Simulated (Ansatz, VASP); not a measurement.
## One calculation of KCl, two programs

```
K Cl
1.0
     3.74322    0.00000    0.00000
     0.00000    3.74322    0.00000
     0.00000    0.00000    4.03116
K Cl
1 1
Direct
  0.00000 0.00000 0.00000
  0.50000 0.50000 0.50000
```

Change from the starting cell: strain -0.025 along x and y, +0.050 along z, atoms carried along.

Alike in both runs: task single point; functional LDA; k mesh 6 × 6 × 6; occupations gaussian, width 0.05 eV; no spin polarisation.

|  | VASP | Ansatz |
| --- | --- | --- |
| version | VASP 6.6.1 | Ansatz 0.2.0 |
| potentials or method | VASP PAW LDA potentials, release 64 (K_sv, Cl), cutoff 520 eV | scalar-relativistic, plane waves, PAW |
| valence electrons in the cell | 16 | 16 |

|  | VASP | Ansatz | Ansatz less VASP |
| --- | --- | --- | --- |
| gap on the k mesh at the Fermi level (eV) | 4.18 | 4.18 | -0.006 |
| least direct gap on the mesh (eV) | 4.38 | 4.37 | -0.007 |
| pressure (GPa) | -3.1 | -3.1 | -0.02 |
| traceless stress, the component that is largest in VASP (GPa) | -2.08 | -2.08 | -0.006 |

LDA's correlation is that of Perdew and Zunger in VASP and of Perdew and Wang (1992) in Ansatz.
